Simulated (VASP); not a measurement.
Wanted: the native input for a VASP 6.6.1 run.

| Quantity | Value |
| --- | --- |
| Task | single point |
| Functional | BLYP |
| Dispersion | D4 |
| Potentials or basis | VASP PAW PBE potentials, release 64 (Ba_sv, Ti_sv, O_h) |
| Cutoff | 910 eV |
| k mesh | 7 × 7 × 7 |
| Occupations | fermi-dirac, width 0.05 eV |
| Spin | no spin polarisation |
| Dipole correction | no |
| Further INCAR settings | ALGO = Normal; EDIFF = 1e-06; NBANDS = 28 |

The structure of BaTiO3 lies in POSCAR:

```
BaTiO3
1.0
    3.9828050450      0.0000000000      0.0000000000
    0.0000000000      3.9828050450      0.0000000000
    0.0000000000      0.0000000000      4.2151534142
Ba Ti O
1 1 3
Direct
    0.0000000000      0.0000000000     -0.0126666419
    0.5000000000      0.5000000000      0.4715614113
    0.0000000000      0.5000000000      0.5211588422
    0.5000000000      0.0000000000      0.5211588422
    0.5000000000      0.5000000000      0.0417875463
```

The input as run:

INCAR

```
AGGAC    = 1.0          
AGGAX    = 1.0          
ALDAC    = 0.0          
ALDAX    = 1.0          
ALGO     = Normal         # electronic algorithm
EDIFF    = 1E-6           # SCF threshold, eV
ENCUT    = 910            # plane-wave cutoff, eV
GGA      = B5             # functional
GGA_COMPAT= False        
ISIF     = 2              # what is computed and relaxed
ISMEAR   = -1             # smearing method
IVDW     = 13             # dispersion correction
LASPH    = True           # aspherical terms in the spheres
LCHARG   = True           # write CHGCAR
LELF     = True           # ELF
LREAL    = False          # projectors in reciprocal space
LVHAR    = True         
LWAVE    = False          # write WAVECAR
NBANDS   = 28             # bands
NELM     = 120            # most SCF steps
PREC     = Accurate       # precision mode
SIGMA    = 0.05           # smearing width, eV
VDW_A1   = 0.44488865   
VDW_A2   = 4.0933009    
VDW_S6   = 1.0          
VDW_S8   = 2.34076671
```

KPOINTS

```
k-points
0
Gamma
  7 7 7
```

Potentials or basis: VASP PAW PBE potentials, release 64 (Ba_sv, Ti_sv, O_h).

Run with:

```bash
$ cat potpaw_PBE.64/Ba_sv/POTCAR potpaw_PBE.64/Ti_sv/POTCAR potpaw_PBE.64/O_h/POTCAR > POTCAR
$ mpirun -np 1 vasp_std > vasp.out
```

Results of the run:

```
Pressure                   : 1.5 GPa
Largest force              : 0.123 eV/Å
Band gap on the k mesh     : 1.92 eV (least direct gap 2.38 eV)
Dispersion energy per atom : -0.384 eV
```

Caveat: the cutoff is under 1.25 times the usual one of these potentials, so pressure, stress and relaxed cells hold a basis-set (Pulay) error; the PAW data sets were made with another functional, which shifts forces and pressure a little; spin-orbit coupling is left out, which moves the levels of the heavy elements; an odd mesh through Γ misses points on the zone boundary, where band edges can lie.

Run time: 3.4 min on 1 thread of AMD EPYC 7R43 64-Core Processor (Zen 3), on a shared host, peak memory 0.32 GiB.
